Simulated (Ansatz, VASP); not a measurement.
## Ti in VASP and in Ansatz

File INCAR:

```
PREC = Accurate
ENCUT = 400
EDIFF = 1E-8
ISMEAR = -1
SIGMA = 0.05
LREAL = False
LASPH = True
NELM = 120
ALGO = Normal
ISIF = 2
LWAVE = False
LCHARG = False
GGA = CA
LEFG = True
NBANDS = 12
GGA_COMPAT = False
```

KPOINTS

```
Automatic mesh
0
Gamma
  15 15 15
```

POSCAR

```
Ti
1.0
    0.0000000000      1.9894000000      2.0300000000
    1.9894000000      0.0000000000      2.0300000000
    1.9894000000      1.9894000000      0.0000000000
Ti
1
Direct
    0.0000000000      0.0000000000      0.0000000000
```

Input for Ansatz:

```yaml
crystal:
  lattice:
    - [0.0, 1.9894, 2.03]
    - [1.9894, 0.0, 2.03]
    - [1.9894, 1.9894, 0.0]
  atoms:
    - { symbol: Ti, position: [0.0, 0.0, 0.0] }
kpoints:
  mp_grid: { grid: [15, 15, 15] }
scf:
  occupations: { method: fermi_dirac, width: 0.05 }
hamiltonian:
  xc: lda
  pseudopotentials: { kind: all_electron, datasets: crystal }
output:
  forces: true
  stress: true
  eigenvalues: true
  efg: { contact_densities: true }
```

Change from the starting cell: equal xx and yy strain of -2 %, crystal datasets.

Alike in both runs: task electric field gradients; functional LDA; k mesh 15 × 15 × 15; occupations fermi-dirac, width 0.05 eV; no spin polarisation.

|  | VASP | Ansatz |
| --- | --- | --- |
| version | VASP 6.6.1 | Ansatz 0.2.0 |
| potentials or method | VASP PAW LDA potentials, release 64 (Ti_sv), cutoff 400 eV | all-electron PAW with datasets made for the crystal, scalar-relativistic |

```csv
,VASP,Ansatz,Ansatz less VASP
pressure (GPa),-1.2,-0.3,+0.96
"traceless stress, the component that is largest in VASP (GPa)",-0.43,-0.42,+0.010
size of Vzz on the site where it differs most (V/Å²),2.0,2.1,+0.05
```

LDA's correlation is that of Perdew and Zunger in VASP and of Perdew and Wang (1992) in Ansatz. Ansatz ran all-electron here, and VASP with PAW potentials.
